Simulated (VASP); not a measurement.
The system is In.

```
CELL_PARAMETERS angstrom
-1.51548 1.51548 1.51548
1.51548 -1.51548 1.51548
1.51548 1.51548 -1.51548
ATOMIC_POSITIONS crystal
In 0.00000 0.00000 0.00000
```

This cell differs from its parent crystal: volume scaled by 0.5.

Base run:

```yaml
Program: VASP 6.6.1
Functional: PBE
Potentials_or_basis: VASP PAW PBE potentials, release 64 (In_d)
Cutoff: 520 eV
k_mesh: 16 × 16 × 16
Occupations: fermi-dirac, width 0.1 eV
Spin: no spin polarisation
```

Its results: pressure 141.9 GPa.

**Question.** The run is repeated on the same cell with these changes: further incar settings from ALGO = Normal; EDIFF = 1e-07; NBANDS = 12 to ALGO = Normal; EDIFF = 1e-06; NBANDS = 12. What comes out?

**Answer.** Pressure 141.5 GPa.
